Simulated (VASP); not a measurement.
Set up this calculation in VASP 6.6.1, as the native input.

* Task: relaxation of cell and atoms
* Functional: PBE
* Potentials or basis: VASP PAW PBE potentials, release 64 (Si, O)
* Cutoff: 600 eV
* k mesh: 4 × 4 × 6
* Occupations: gaussian, width 0.1 eV
* Spin: no spin polarisation
* Dipole correction: no
* Further INCAR settings: ALGO = Normal; EDIFF = 1e-07; IBRION = 2; EDIFFG = -0.04; NSW = 90; ISIF = 3

The structure of Si3O2 lies in POSCAR:

```
Si3O2
1.0
    4.5012169400      0.0000000000      0.0000000000
    0.0000000000      4.5012169400      0.0000000000
    0.0000000000      0.0000000000      3.3357033900
Si O
3 2
Direct
    0.5000000000      0.5000000000      0.4793932500
    0.5000000000      0.5000000000      0.9783680900
    0.0000000000      0.0000000000      0.5312098000
    0.5000000000      0.0000000000      0.4168319800
    0.0000000000      0.5000000000      0.4168319800
```

The input as run:

INCAR

```
PREC = Accurate ; ENCUT = 600
EDIFF = 1E-7 ; ISMEAR = 0
SIGMA = 0.1 ; LREAL = F
LASPH = T ; NELM = 80
ALGO = Normal ; ISIF = 3
LWAVE = F ; LCHARG = F
GGA = PE ; IBRION = 2
NSW = 90 ; EDIFFG = -0.04
```

KPOINTS

```
regular mesh
0
Gamma
  4 4 6
```

Potentials or basis: VASP PAW PBE potentials, release 64 (Si, O).

Launch:

```sh
$ cat potpaw_PBE.64/Si/POTCAR potpaw_PBE.64/O/POTCAR > POTCAR
$ mpirun -np 1 vasp_std > vasp.out
```

Results of the run:

```
Relaxed volume                         : 11.83 Å³/atom
Relaxed cell                           : a = 3.399 Å, b = 3.399 Å, c = 5.122 Å, α = 90.00°, β = 90.00°, γ = 90.00°
Space group after relaxing (to 0.05 Å) : P4mm (No. 99)
Energy gained by relaxing              : 2843.5 meV/atom
Ionic steps                            : 33
Pressure after relaxing                : 0.2 GPa
Largest force after relaxing           : 0.037 eV/Å
Band gap on the k mesh                 : zero (band 12 reaches 10.49 eV, above the bottom of band 13 at 6.48 eV)
```

It took 3.9 min on 1 thread of Intel(R) Xeon(R) 6975P-C (Granite Rapids), with other jobs on the host, peak memory 0.2 GiB.
